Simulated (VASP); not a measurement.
# Ta4O (P4/mmm) in VASP: a series of runs, part 2 of 2

VASP 6.6.1. Earlier steps stand in the parts before.

## (3) Relaxation of cell and atoms, PBEsol

This run uses another cell than the first one, of 15.72 Å³/atom.

INCAR

```
PREC = Accurate
ENCUT = 600
EDIFF = 1E-6
ISMEAR = 0
SIGMA = 0.1
LREAL = False
LASPH = True
NELM = 60
ALGO = Normal
ISIF = 3
LWAVE = False
LCHARG = False
GGA = PS
IBRION = 2
NSW = 100
EDIFFG = -0.05
```

KPOINTS

```
regular mesh
0
Gamma
  6 6 4
```

POSCAR

```
Ta4O
1.0
    3.2574970000      0.0000000000      0.0000000000
    0.0000000000      3.2574970000      0.0000000000
    0.0000000000      0.0000000000      7.4093410000
Ta O
4 1
Direct
    0.0000000000      0.0000000000      0.5000000000
    0.5000000000      0.5000000000      0.7831580000
    0.5000000000      0.5000000000      0.2168420000
    0.0000000000      0.0000000000      0.0000000000
    0.5000000000      0.5000000000      0.5000000000
```

Potentials or basis: VASP PAW PBE potentials, release 64 (Ta_pv, O).

The run is started by

```bash
cat potpaw_PBE.64/Ta_pv/POTCAR potpaw_PBE.64/O/POTCAR > POTCAR
mpirun -np 1 vasp_std > vasp.out
```

OUTCAR:

```text
PREC = Accurate
   ENCUT = 600
   EDIFF = 1E-6
   ISMEAR = 0
   LREAL = False
   LASPH = True
   NELM = 60
   ISIF = 3
   GGA = PS
   IBRION = 2
   NSW = 100
   EDIFFG = -0.05

 ion  position               nearest neighbor table
   1  0.000  0.000  0.500-   5 2.30   5 2.30   5 2.30   5 2.30   3 3.12   3 3.12   2 3.12   3 3.12
                             2 3.12   2 3.12   3 3.12   2 3.12
   2  0.500  0.500  0.783-   5 2.10   4 2.81   4 2.81   4 2.81   4 2.81   1 3.12   1 3.12   1 3.12
                             1 3.12   3 3.21
   3  0.500  0.500  0.217-   5 2.10   4 2.81   4 2.81   4 2.81   4 2.81   1 3.12   1 3.12   1 3.12
                             1 3.12   2 3.21
   4  0.000  0.000  0.000-   2 2.81   3 2.81   2 2.81   3 2.81   2 2.81   3 2.81   2 2.81   3 2.81

   5  0.500  0.500  0.500-   2 2.10   3 2.10   1 2.30   1 2.30   1 2.30   1 2.30

  LATTYP: Found a simple tetragonal cell.
 ALAT       =     3.2574970000
 C/A-ratio  =     2.2745503680

  Lattice vectors:

 A1 = (   3.2574970000,   0.0000000000,   0.0000000000)
 A2 = (   0.0000000000,   3.2574970000,   0.0000000000)
 A3 = (   0.0000000000,   0.0000000000,   7.4093410000)

Analysis of symmetry for initial positions (statically):
=====================================================================
 Subroutine PRICEL returns:
 Original cell was already a primitive cell.

 Routine SETGRP: Setting up the symmetry group for a
 simple tetragonal supercell.

 Subroutine GETGRP returns: Found 16 space group operations
 (whereof 16 operations were pure point group operations)
 out of a pool of 16 trial point group operations.

The static configuration has the point symmetry D_4h.

Analysis of symmetry for dynamics (positions and initial velocities):
=====================================================================
 Subroutine PRICEL returns:
 Original cell was already a primitive cell.

 Routine SETGRP: Setting up the symmetry group for a
 simple tetragonal supercell.

 Subroutine GETGRP returns: Found 16 space group operations
 (whereof 16 operations were pure point group operations)
 out of a pool of 16 trial point group operations.

The dynamic configuration has the point symmetry D_4h.

 Subroutine INISYM returns: Found 16 space group operations
 (whereof 16 operations are pure point group operations),
 and found     1 'primitive' translations

----------------------------------------------------------------------------------------

                                     Primitive cell

  volume of cell :      78.6226

  direct lattice vectors                    reciprocal lattice vectors
     3.257497000  0.000000000  0.000000000     0.306984166  0.000000000  0.000000000
     0.000000000  3.257497000  0.000000000     0.000000000  0.306984166  0.000000000
     0.000000000  0.000000000  7.409341000     0.000000000  0.000000000  0.134964769

  length of vectors
     3.257497000  3.257497000  7.409341000     0.306984166  0.306984166  0.134964769

  position of ions in fractional coordinates (direct lattice)
     0.000000000  0.000000000  0.500000000
     0.500000000  0.500000000  0.783158000
     0.500000000  0.500000000  0.216842000
     0.000000000  0.000000000  0.000000000
     0.500000000  0.500000000  0.500000000

  ion indices of the primitive-cell ions
   primitive index   ion index
                 1           1
                 2           2
                 3           3
[... 57 lines left out ...]
   number of dos      NEDOS =    301   number of ions     NIONS =      5
   total plane-waves  NPLWV =  47040
   dimension x,y,z NGX =    28 NGY =   28 NGZ =   60
   dimension x,y,z NGXF=    56 NGYF=   56 NGZF=  120
   ions per type =               4   1
   NGX,Y,Z   is equivalent  to a cutoff of  14.29, 14.29, 13.46 a.u.
   NGXF,Y,Z  is equivalent  to a cutoff of  28.58, 28.58, 26.92 a.u.
 SYSTEM =  unknown system
   PREC   = accura    normal or accurate (medium, high low for compatibility)
   ISTART =      0    job   : 0-new  1-cont  2-samecut
   ICHARG =      2    charge: 1-file 2-atom 10-const
   ISPIN  =      1    spin polarized calculation?
   LNONCOLLINEAR =      F non collinear calculations
   LSORBIT =      F    spin-orbit coupling
   LASPH  =      T    aspherical Exc in radial PAW
   ENCUT  =  600.0 eV  44.10 Ry    6.64 a.u.   6.51  6.51 14.80*2*pi/ulx,y,z
   NELM   =     60;   NELMIN=  2; NELMDL= -5     # of ELM steps
   EDIFF  = 0.1E-05   stopping-criterion for ELM
   LREAL  =      F    real-space projection
   EDIFFG = -.5E-01   stopping-criterion for IOM
   NSW    =    100    number of steps for IOM
   IBRION =      2    ionic relax: 0-MD 1-quasi-New 2-CG
   NFREE  =      1    steps in history (QN), initial steepest desc. (CG)
   ISIF   =      3    stress and relaxation
   ISYM   =      2    0-nonsym 1-usesym 2-fastsym
   POTIM  = 0.5000    time-step for ionic-motion
   TEBEG  =    0.0;   TEEND  =   0.0 temperature during run
   PSTRESS=    0.0 pullay stress
   NELECT =      50.0000    total number of electrons
   NUPDOWN=      -1.0000    fix difference up-down
   EMIN   =  10.00;   EMAX   =-10.00  energy-range for DOS
   EFERMI =   0.00;   METHOD = LEGACY
   ISMEAR =     0;   SIGMA  =   0.10  broadening in eV -4-tet -1-fermi 0-gaus
   EFERMI_NEDOS =   21; number of points for ismear=-14 and -15
   IALGO  =     38    algorithm
   IMIX   =      4    mixing-type and parameters
     AMIX     =   0.40;   BMIX     =  1.00
     AMIX_MAG =   1.60;   BMIX_MAG =  1.00
  volume/ion in A,a.u.               =      15.72       106.11
  Fermi-wavevector in a.u.,A,eV,Ry     =   1.407826  2.660405 26.966391  1.981974
  Thomas-Fermi vector in A             =   2.530046
   LORBIT       =      0    0 simple, 1 ext, 2 COOP (PROOUT), +10 PAW based schemes
   GGA     = PS    functional components
   LHFCALC =     F    Hartree Fock is set to
   AEXX    =    0.0000 exact exchange contribution
   IVDW    =     0    specifies the selected vdW correction
   LEPSILON=     F    determine dielectric tensor
   LRPA    =     F    only Hartree local field effects (RPA)
 conjugate gradient relaxation of ions
 non-spin polarized calculation
 Gauss-broadening in eV      SIGMA  =   0.10
  energy-cutoff  :      600.00
  volume of cell :       78.62
 maximum number of plane-waves:      2653
 NGX is ok and might be reduce to    28
   NGX = 13   NGY = 13   NGZ = 29

--------------------------------------- Ionic step        1  -------------------------------------------

 number of electron      50.0000006 magnetization

 Free energy of the ion-electron system (eV)
  ---------------------------------------------------
  ext. energy  EPLUGINS =         0.00000000
  ---------------------------------------------------
  free energy    TOTEN  =       -58.47506333 eV

  energy without entropy =      -58.46283117  energy(sigma->0) =      -58.46894725

------------------------ aborting loop because EDIFF is reached ----------------------------------------

  FORCE on cell =-STRESS in cart. coord.  units (eV):
  Direction    XX          YY          ZZ          XY          YZ          ZX
  --------------------------------------------------------------------------------------
  -------------------------------------------------------------------------------------
  Total       -3.7891346     -3.7891346     -3.8907528      0.0000000     -0.0000000      0.0000000
  in kB      -77.2152329    -77.2152329    -79.2860156      0.0000000     -0.0000000      0.0000000
  external PRESSURE =     -77.9054938 kB  Pullay stress =       0.0000000 kB
[... 260 lines left out ...]
--------------------------------------- Ionic step        8  -------------------------------------------

 number of electron      50.0000000 magnetization

 Free energy of the ion-electron system (eV)
  ---------------------------------------------------
  ext. energy  EPLUGINS =         0.00000000
  ---------------------------------------------------
  free energy    TOTEN  =       -58.54698288 eV

  energy without entropy =      -58.53788460  energy(sigma->0) =      -58.54243374

 E-fermi :   6.5821     XC(G=0): -12.9138

 val. band max:        6.5190445354   @ k =   0.0000   0.0000   0.0000
 cond. band min:       6.6249519127   @ k =   0.3333   0.1667   0.0000
 fundamental gap:      0.1059073773
 Fermi energy:         6.5821414915

 k-point     1 :       0.0000    0.0000    0.0000
  band No.  band energies     occupation
      1     -28.8456      2.00000
      2     -28.8456      2.00000
      3     -28.5587      2.00000
      4     -28.0120      2.00000
      5     -27.8879      2.00000
      6     -27.6606      2.00000
[... 781 lines left out ...]
     29       8.4653      0.00000
     30       8.8885      0.00000

 [... further k-points ...]

------------------------ aborting loop because EDIFF is reached ----------------------------------------

  FORCE on cell =-STRESS in cart. coord.  units (eV):
  Direction    XX          YY          ZZ          XY          YZ          ZX
  --------------------------------------------------------------------------------------
  -------------------------------------------------------------------------------------
  Total       -0.1555703     -0.1555703     -0.2194487      0.0000000      0.0000000      0.0000000
  in kB       -3.2826815     -3.2826815     -4.6305742      0.0000000      0.0000000      0.0000000
  external PRESSURE =      -3.7319791 kB  Pullay stress =       0.0000000 kB
[... 20 lines left out ...]
  FREE ENERGIE OF THE ION-ELECTRON SYSTEM (eV)
  ---------------------------------------------------
  free  energy   TOTEN  =       -58.5469828793 eV

  energy  without entropy=      -58.5378845980  energy(sigma->0) =      -58.54243374

 reached required accuracy - stopping structural energy minimisation
```

It took 6.5 min on 1 thread of Intel Xeon 8259CL, shared host; peak memory 0.26 GiB.

Results:

```yaml
Free_energy: -58.5470 eV
Relaxed_volume: 15.19 Å³/atom
Relaxed_cell: a = 3.209 Å, b = 3.209 Å, c = 7.374 Å, α = 90.00°, β = 90.00°, γ = 90.00°
Space_group_after_relaxing_to_0.1_Å: P4/mmm (No. 123)
Energy_gained_by_relaxing: 14.4 meV/atom
Ionic_steps: 8
Pressure_after_relaxing: -0.4 GPa
Largest_force_after_relaxing: 0.048 eV/Å
Band_gap_on_the_k_mesh: zero (bands 25 and 26 overlap by 0.52 eV)
```

Forces on the atoms (eV/Å):
```
Ta   0.000  0.000  0.000
Ta   0.000  0.000 -0.048
Ta   0.000  0.000  0.048
Ta   0.000  0.000  0.000
O    0.000  0.000  0.000
```

Step by step:
```tsv
step	energy change (eV)	largest force (eV/Å)	pressure (GPa)	volume (Å³)
1	0.0000	0.1463	-7.79	78.62
2	0.2945	0.4965	21.91	70.24
3	-0.0688	0.0096	-0.24	75.97
4	-0.0689	0.0056	-0.07	75.90
5	-0.0689	0.0029	0.11	75.85
6	-0.0712	0.0981	0.21	75.75
7	-0.0712	0.1121	0.23	75.74
8	-0.0719	0.0479	-0.37	75.93
```

Final structure:
```
CELL_PARAMETERS angstrom
3.20897 0.00000 0.00000
0.00000 3.20897 0.00000
0.00000 0.00000 7.37357
ATOMIC_POSITIONS crystal
Ta 0.00000 0.00000 0.50000
Ta 0.50000 0.50000 0.78217
Ta 0.50000 0.50000 0.21783
Ta 0.00000 0.00000 0.00000
O 0.50000 0.50000 0.50000
```

Caveat: the PAW data sets were made with another functional, which shifts forces and pressure a little; spin-orbit coupling is left out, which moves the levels of the heavy elements; the relaxation stopped at a loose force limit of 0.05 eV/Å, so its end isn't a converged minimum.

## (4) Relaxation of cell and atoms, PBEsol

INCAR

```
SYSTEM = Ta4O
PREC = Accurate
ENCUT = 600
EDIFF = 1E-6
ISMEAR = 0
SIGMA = 0.1
LREAL = .False.
LASPH = .True.
NELM = 100
ALGO = Normal
ISIF = 3
LWAVE = .False.
LCHARG = .False.
GGA = PS
IBRION = 2
NSW = 100
EDIFFG = -0.005
```

KPOINTS

```
Automatic mesh
0
Gamma
  12 12 6
  0 0 0
```

POSCAR

```
Ta4O
1.0
    3.2034783586      0.0000000000      0.0000000000
    0.0000000000      3.2034783586      0.0000000000
    0.0000000000      0.0000000000      7.3779387186
Ta O
4 1
Direct
    0.0000000000      0.0000000000      0.5000000000
    0.5000000000      0.5000000000      0.7814660973
    0.5000000000      0.5000000000      0.2185339027
    0.0000000000      0.0000000000      0.0000000000
    0.5000000000      0.5000000000      0.5000000000
```

The run is started by

```bash
cat potpaw_PBE.64/Ta_pv/POTCAR potpaw_PBE.64/O/POTCAR > POTCAR
mpirun -np 1 vasp_std > vasp.out
```

It took 18 min on 1 thread of Intel Xeon 8259CL, shared host; peak memory 0.4 GiB.

It converged, with:

```
Free energy                           : -58.5723 eV
Relaxed volume                        : 15.16 Å³/atom
Relaxed cell                          : a = 3.212 Å, b = 3.212 Å, c = 7.346 Å, α = 90.00°, β = 90.00°, γ = 90.00°
Space group after relaxing (to 0.1 Å) : P4/mmm (No. 123)
Energy gained by relaxing             : 0.6 meV/atom
Ionic steps                           : 7
Pressure after relaxing               : 0.0 GPa
Band gap on the k mesh                : zero (bands 25 and 26 overlap by 1.04 eV)
```

The path:
```
step  energy change (eV)  largest force (eV/Å)  pressure (GPa)  volume (Å³)
   1              0.0000                0.1824            0.19        75.71
   2             -0.0026                0.0189           -0.40        75.91
   3             -0.0027                0.0084           -0.49        75.94
   4             -0.0019                0.0320            1.00        75.50
   5             -0.0031                0.0163            0.04        75.78
   6             -0.0031                0.0051           -0.02        75.81
   7             -0.0031                0.0007           -0.01        75.81
```

Final structure:
```cif
data_structure
_symmetry_space_group_name_H-M 'P 1'
_symmetry_Int_Tables_number 1
_cell_length_a 3.2124
_cell_length_b 3.2124
_cell_length_c 7.3459
_cell_angle_alpha 90.000
_cell_angle_beta 90.000
_cell_angle_gamma 90.000
_cell_volume 75.81
loop_
_atom_site_label
_atom_site_type_symbol
_atom_site_fract_x
_atom_site_fract_y
_atom_site_fract_z
_atom_site_occupancy
Ta1 Ta 0.00000 0.00000 0.50000 1
Ta2 Ta 0.50000 0.50000 0.78297 1
Ta3 Ta 0.50000 0.50000 0.21703 1
Ta4 Ta 0.00000 0.00000 0.00000 1
O1 O 0.50000 0.50000 0.50000 1
```

Levels at points of the mesh, in eV from the Fermi level:
```csv
k point,band 23,band 24,band 25,band 26,band 27,band 28
"(0.00, 0.00, 0.00)",-0.50,-0.50,-0.09,0.53,1.09,1.09
"(0.50, 0.00, 0.00)",-0.96,-0.68,0.21,0.95,0.99,1.44
"(0.50, 0.50, 0.00)",-1.53,-0.63,-0.63,1.82,2.47,2.93
"(0.00, 0.00, 0.50)",-0.55,-0.55,0.28,0.69,0.69,0.80
"(0.50, 0.00, 0.50)",-1.06,-0.57,-0.44,1.11,1.37,1.54
"(0.50, 0.50, 0.50)",-1.79,0.16,0.16,1.82,2.01,2.01
```

Caveat: the PAW data sets were made with another functional, which shifts forces and pressure a little; spin-orbit coupling is left out, which moves the levels of the heavy elements.

## (5) Overview

| task | cell | k mesh | cutoff (eV) | gap on the mesh (eV) | pressure (GPa) | relaxed volume (Å³/atom) | largest force (eV/Å) |
| --- | --- | --- | --- | --- | --- | --- | --- |
| single point | a = 3.211, b = 3.211, c = 7.342 Å, 5 atoms, atomic positions A | 12 × 12 × 6 | 520 | none | 0.4 | - | 0.04 |
| relaxation of cell and atoms | relaxed from a = 3.257, b = 3.257, c = 7.409 Å, 5 atoms, atomic positions B | 6 × 6 × 4 | 600 | none | -0.4 | 15.19 | 0.05 |
| relaxation of cell and atoms | relaxed from a = 3.203, b = 3.203, c = 7.378 Å, 5 atoms, atomic positions C | 12 × 12 × 6 | 600 | none | 0.0 | 15.16 | - |

Alike in all rows: level PBEsol; potentials or basis VASP PAW PBE potentials, release 64 (Ta_pv, O); no spin polarisation; smearing gaussian 0.1 eV.

Caveats: the PAW data sets were made with another functional, which shifts forces and pressure a little; spin-orbit coupling is left out, which moves the levels of the heavy elements; the relaxation stopped at a loose force limit of 0.05 eV/Å, so its end isn't a converged minimum (at least some runs).

Total energies depend on the potentials used, so only differences within one code and one set of settings carry meaning.

The gap in the log of VASP goes by the Fermi energy; the results here count the filled bands.